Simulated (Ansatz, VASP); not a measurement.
# CaSe in VASP and in Ansatz

```
CELL_PARAMETERS angstrom
5.07842 0.00000 0.00000
-2.53921 4.39804 0.00000
0.00000 0.00000 5.95387
ATOMIC_POSITIONS crystal
Ca 0.33333 0.66667 0.93751
Ca 0.66667 0.33333 0.43751
Se 0.33333 0.66667 0.43749
Se 0.66667 0.33333 0.93749
```

Alike in both runs: task single point; functional PBE; k mesh 6 × 6 × 4; no spin polarisation.

|  | VASP | Ansatz |
| --- | --- | --- |
| version | VASP 6.6.1 | Ansatz 0.2.0 |
| potentials or method | VASP PAW PBE potentials, release 64 (Ca_sv, Se) | plane waves, PAW |
| plane-wave cutoff (eV) | 520 | 420 |
| occupations | gaussian, width 0.01 eV | fixed |
| valence electrons in the cell | 32 | 52 |

|  | VASP | Ansatz | Ansatz less VASP |
| --- | --- | --- | --- |
| gap on the k mesh at the Fermi level (eV) | 2.49 | 2.50 | +0.005 |
| pressure (GPa) | -0.9 | -1.0 | -0.11 |
| traceless stress, the component that is largest in VASP (GPa) | -0.11 | -0.13 | -0.017 |

VASP's potentials hold 32 valence electrons a cell and Ansatz's 52, so a difference there can come from the potentials and not from the codes.
